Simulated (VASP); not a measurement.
# GeW (Fm-3m) in VASP: a series of runs, part 2 of 2

VASP 6.6.1. Earlier steps stand in the parts before.

### Step 3. Single point, PBE

INCAR reads:

```
SYSTEM = GeW
ALGO = Normal ; EDIFF = 1E-6
ENCUT = 520 ; GGA = PE
ISIF = 2 ; ISMEAR = -1
LASPH = .TRUE. ; LCHARG = .FALSE.
LREAL = .FALSE. ; LWAVE = .FALSE.
NBANDS = 21 ; NELM = 60
PREC = Accurate ; SIGMA = 0.05
```

KPOINTS reads:

```
k-points
0
G
  9 9 9
  0 0 0
```

POSCAR reads:

```
GeW
1.0
    0.0000000000      2.5776100000      2.5776100000
    2.5776100000      0.0000000000      2.5776100000
    2.5776100000      2.5776100000      0.0000000000
Ge W
1 1
Direct
    0.5000000000      0.5000000000      0.5000000000
    0.0000000000      0.0000000000      0.0000000000
```

Potentials or basis: VASP PAW PBE potentials, release 64 (Ge_d, W_sv).

On the command line:

```sh
$ cat potpaw_PBE.64/Ge_d/POTCAR potpaw_PBE.64/W_sv/POTCAR > POTCAR
$ mpirun -np 1 vasp_std > vasp.out
```

OUTCAR:

```text
SYSTEM = GeW
   EDIFF = 1E-6
   ENCUT = 520
   GGA = PE
   ISIF = 2
   ISMEAR = -1
   LASPH = .TRUE.
   LREAL = .FALSE.
   NELM = 60
   PREC = Accurate

 ion  position               nearest neighbor table
   1  0.500  0.500  0.500-   2 2.58   2 2.58   2 2.58   2 2.58   2 2.58   2 2.58
   2  0.000  0.000  0.000-   1 2.58   1 2.58   1 2.58   1 2.58   1 2.58   1 2.58

  LATTYP: Found a face centered cubic cell.
 ALAT       =     5.1552200000

  Lattice vectors:

 A1 = (   0.0000000000,   2.5776100000,   2.5776100000)
 A2 = (   2.5776100000,   0.0000000000,   2.5776100000)
 A3 = (   2.5776100000,   2.5776100000,   0.0000000000)

Analysis of symmetry for initial positions (statically):
=====================================================================
 Subroutine PRICEL returns:
 Original cell was already a primitive cell.

 Routine SETGRP: Setting up the symmetry group for a
 face centered cubic supercell.

 Subroutine GETGRP returns: Found 48 space group operations
 (whereof 48 operations were pure point group operations)
 out of a pool of 48 trial point group operations.

The static configuration has the point symmetry O_h .

Analysis of symmetry for dynamics (positions and initial velocities):
=====================================================================
 Subroutine PRICEL returns:
 Original cell was already a primitive cell.

 Routine SETGRP: Setting up the symmetry group for a
 face centered cubic supercell.

 Subroutine GETGRP returns: Found 48 space group operations
 (whereof 48 operations were pure point group operations)
 out of a pool of 48 trial point group operations.

The dynamic configuration has the point symmetry O_h .

 Subroutine INISYM returns: Found 48 space group operations
 (whereof 48 operations are pure point group operations),
 and found     1 'primitive' translations

----------------------------------------------------------------------------------------

                                     Primitive cell

  volume of cell :      34.2517

  direct lattice vectors                    reciprocal lattice vectors
     0.000000000  2.577610000  2.577610000    -0.193978143  0.193978143  0.193978143
     2.577610000  0.000000000  2.577610000     0.193978143 -0.193978143  0.193978143
     2.577610000  2.577610000  0.000000000     0.193978143  0.193978143 -0.193978143

  length of vectors
     3.645291021  3.645291021  3.645291021     0.335979998  0.335979998  0.335979998

  position of ions in fractional coordinates (direct lattice)
     0.500000000  0.500000000  0.500000000
     0.000000000  0.000000000  0.000000000

  ion indices of the primitive-cell ions
   primitive index   ion index
                 1           1
                 2           2

----------------------------------------------------------------------------------------

 KPOINTS: k-points

Automatic generation of k-mesh.
 Grid dimensions read from file:
 generate k-points for:    9    9    9

 Generating k-lattice:

  Cartesian coordinates                     Fractional coordinates (reciprocal lattice)
    -0.021553127  0.021553127  0.021553127     0.111111111  0.000000000  0.000000000
     0.021553127 -0.021553127  0.021553127     0.000000000  0.111111111  0.000000000
     0.021553127  0.021553127 -0.021553127     0.000000000  0.000000000  0.111111111

  Length of vectors
     0.037331111  0.037331111  0.037331111

  Shift w.r.t. Gamma in fractional coordinates (k-lattice)
     0.000000000  0.000000000  0.000000000

 Subroutine IBZKPT returns following result:
 ===========================================

 Found     35 irreducible k-points:

 Following reciprocal coordinates:
            Coordinates               Weight
  0.000000  0.000000  0.000000      1.000000
  0.111111  0.000000  0.000000      8.000000
  0.222222  0.000000  0.000000      8.000000
  0.333333  0.000000  0.000000      8.000000
  0.444444  0.000000  0.000000      8.000000
  0.111111  0.111111  0.000000      6.000000
[... 16 lines left out ...]
 -0.333333  0.333333  0.000000     12.000000
  0.444444  0.444444  0.000000      6.000000
 [... further k-points ...]
   k-points           NKPTS =     35   k-points in BZ     NKDIM =     35   number of bands    NBANDS=     21
   number of dos      NEDOS =    301   number of ions     NIONS =      2
   total plane-waves  NPLWV =  21952
   dimension x,y,z NGX =    28 NGY =   28 NGZ =   28
   dimension x,y,z NGXF=    56 NGYF=   56 NGZF=   56
   ions per type =               1   1
   NGX,Y,Z   is equivalent  to a cutoff of  12.77, 12.77, 12.77 a.u.
   NGXF,Y,Z  is equivalent  to a cutoff of  25.54, 25.54, 25.54 a.u.
 SYSTEM =  GeW
   PREC   = accura    normal or accurate (medium, high low for compatibility)
   ISTART =      0    job   : 0-new  1-cont  2-samecut
   ICHARG =      2    charge: 1-file 2-atom 10-const
   ISPIN  =      1    spin polarized calculation?
   LNONCOLLINEAR =      F non collinear calculations
   LSORBIT =      F    spin-orbit coupling
   LASPH  =      T    aspherical Exc in radial PAW
   ENCUT  =  520.0 eV  38.22 Ry    6.18 a.u.   6.78  6.78  6.78*2*pi/ulx,y,z
   NELM   =     60;   NELMIN=  2; NELMDL= -5     # of ELM steps
   EDIFF  = 0.1E-05   stopping-criterion for ELM
   LREAL  =      F    real-space projection
   EDIFFG = 0.1E-04   stopping-criterion for IOM
   NSW    =      0    number of steps for IOM
   IBRION =     -1    ionic relax: 0-MD 1-quasi-New 2-CG
   NFREE  =      0    steps in history (QN), initial steepest desc. (CG)
   ISIF   =      2    stress and relaxation
   ISYM   =      2    0-nonsym 1-usesym 2-fastsym
   POTIM  = 0.5000    time-step for ionic-motion
   TEBEG  =    0.0;   TEEND  =   0.0 temperature during run
   PSTRESS=    0.0 pullay stress
   NELECT =      28.0000    total number of electrons
   NUPDOWN=      -1.0000    fix difference up-down
   EMIN   =  10.00;   EMAX   =-10.00  energy-range for DOS
   EFERMI =   0.00;   METHOD = LEGACY
   ISMEAR =    -1;   SIGMA  =   0.05  broadening in eV -4-tet -1-fermi 0-gaus
   EFERMI_NEDOS =   21; number of points for ismear=-14 and -15
   IALGO  =     38    algorithm
   IMIX   =      4    mixing-type and parameters
     AMIX     =   0.40;   BMIX     =  1.00
     AMIX_MAG =   1.60;   BMIX_MAG =  1.00
  volume/ion in A,a.u.               =      17.13       115.57
  Fermi-wavevector in a.u.,A,eV,Ry     =   1.530736  2.892672 31.880529  2.343153
  Thomas-Fermi vector in A             =   2.638178
   LORBIT       =      0    0 simple, 1 ext, 2 COOP (PROOUT), +10 PAW based schemes
   GGA     = PE    functional components
   LHFCALC =     F    Hartree Fock is set to
   AEXX    =    0.0000 exact exchange contribution
   IVDW    =     0    specifies the selected vdW correction
   LEPSILON=     F    determine dielectric tensor
   LRPA    =     F    only Hartree local field effects (RPA)
 non-spin polarized calculation
  energy-cutoff  :      520.00
  volume of cell :       34.25
 maximum number of plane-waves:       944
   NGX = 13   NGY = 13   NGZ = 13

 number of electron      27.9999991 magnetization

 Free energy of the ion-electron system (eV)
  ---------------------------------------------------
  ext. energy  EPLUGINS =         0.00000000
  ---------------------------------------------------
  free energy    TOTEN  =       -15.71624285 eV

  energy without entropy =      -15.69233397  energy(sigma->0) =      -15.70428841

 E-fermi :   9.0580     XC(G=0): -12.4188

 val. band max:        9.0264680203   @ k =  -0.3333   0.3333   0.1111
 cond. band min:       9.0613825705   @ k =   0.3333   0.1111   0.0000
 fundamental gap:      0.0349145502
 Fermi energy:         9.0580299632

 k-point     1 :       0.0000    0.0000    0.0000
  band No.  band energies     occupation
      1     -65.4401      2.00000
      2     -29.6271      2.00000
      3     -29.6271      2.00000
      4     -29.6271      2.00000
      5     -15.3990      2.00000
      6     -15.3990      2.00000
[... 13 lines left out ...]
     20      17.2728      0.00000
     21      24.2044      0.00000

 k-point     2 :       0.1111    0.0000    0.0000
  band No.  band energies     occupation
      1     -65.4397      2.00000
      2     -29.6391      2.00000
      3     -29.6293      2.00000
      4     -29.6293      2.00000
      5     -15.3946      2.00000
      6     -15.3946      2.00000
[... 13 lines left out ...]
     20      17.7246      0.00000
     21      21.9229      0.00000
[... 487 lines left out ...]
      5     -15.3850      2.00000
      6     -15.3664      2.00000
[... 13 lines left out ...]
     20      20.0358      0.00000
     21      20.5044      0.00000

 k-point    24 :       0.4444    0.4444    0.0000
  band No.  band energies     occupation
      1     -65.4360      2.00000
      2     -29.7151      2.00000
      3     -29.6631      2.00000
      4     -29.6631      2.00000
      5     -15.3921      2.00000
      6     -15.3876      2.00000
[... 13 lines left out ...]
     20      20.8912      0.00000
     21      23.8870      0.00000

 [... further k-points ...]
[... 5 lines left out ...]
  --------------------------------------------------------------------------------------
  -------------------------------------------------------------------------------------
  Total        0.0933214      0.0933214      0.0933214      0.0000000     -0.0000000     -0.0000000
  in kB        4.3652614      4.3652614      4.3652614      0.0000000     -0.0000000     -0.0000000
  external PRESSURE =       4.3652614 kB  Pullay stress =       0.0000000 kB

 VOLUME and BASIS-vectors are now :
 -----------------------------------------------------------------------------
  energy-cutoff  :      520.00
  volume of cell :       34.25
      direct lattice vectors                 reciprocal lattice vectors
     0.000000000  2.577610000  2.577610000    -0.193978143  0.193978143  0.193978143
     2.577610000  0.000000000  2.577610000     0.193978143 -0.193978143  0.193978143
     2.577610000  2.577610000  0.000000000     0.193978143  0.193978143 -0.193978143

 POSITION                                       TOTAL-FORCE (eV/Angst)
 -----------------------------------------------------------------------------------
      2.57761      2.57761      2.57761         0.000000     -0.000000     -0.000000
      0.00000      0.00000      0.00000         0.000000      0.000000      0.000000
 -----------------------------------------------------------------------------------
    total drift:                                0.000000      0.000000      0.000000

  FREE ENERGIE OF THE ION-ELECTRON SYSTEM (eV)
  ---------------------------------------------------
  free  energy   TOTEN  =       -15.7162428511 eV

  energy  without entropy=      -15.6923339707  energy(sigma->0) =      -15.70428841
```

Wall time 10 s (1 thread of Intel Xeon 6975P-C (Granite Rapids), shared host); peak memory 0.17 GiB.

Results:

```yaml
Free_energy: -15.7162 eV
Pressure: 0.4 GPa
Band_gap_on_the_k_mesh: zero (band 14 reaches 9.60 eV, above the bottom of band 15 at 7.89 eV)
```

Levels at points of the mesh, in eV from the Fermi level:
| k point | band 12 | band 13 | band 14 | band 15 | band 16 | band 17 |
| --- | --- | --- | --- | --- | --- | --- |
| (0.00, 0.00, 0.00) | -1.61 | -1.61 | -0.87 | -0.87 | 2.43 | 2.43 |

Caveat: spin-orbit coupling is left out, which moves the levels of the heavy elements.
